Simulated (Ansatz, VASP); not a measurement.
**Hf3Ta2F: VASP beside Ansatz**

```
CELL_PARAMETERS angstrom
4.85073 0.00000 0.00000
-2.42536 4.20085 0.00000
0.00000 0.00000 5.73288
ATOMIC_POSITIONS crystal
Hf 0.00000 0.00000 0.00000
Hf 0.33333 0.66667 0.50000
Hf 0.33333 0.66667 0.00000
Ta 0.66667 0.33333 0.76539
Ta 0.66667 0.33333 0.23461
F 0.00000 0.00000 0.50000
```

Change from the starting cell: species swapped into the Sr2AlGa3 type (P-6m2, No. 187).

Alike in both runs: functional PBE; k mesh 6 × 6 × 2; occupations gaussian, width 0.1 eV; no spin polarisation.

Ansatz relaxed the structure, and its values are those at the end. VASP's run is a single point on that final structure, the one shown.

|  | VASP | Ansatz |
| --- | --- | --- |
| version | VASP 6.6.1 | Ansatz 0.2.0 |
| potentials or method | VASP PAW PBE potentials, release 64 (Hf_pv, Ta_pv, F), cutoff 520 eV | scalar-relativistic, plane waves, PAW |
| valence electrons in the cell | 59 | 111 |

```csv
,VASP,Ansatz,Ansatz less VASP
gap on the k mesh at the Fermi level (eV),none,none,-
pressure (GPa),-0.3,0.1,+0.45
rms of the force components (eV/Å),0.005,0.002,-0.0039
```

A gap of «none» marks a metal or a gap that the smearing closes. VASP's potentials hold 59 valence electrons a cell and Ansatz's 111, so a difference there can come from the potentials and not from the codes.

The k mesh is coarse, so the values compare programs but aren't converged. Spin-orbit coupling is off throughout.
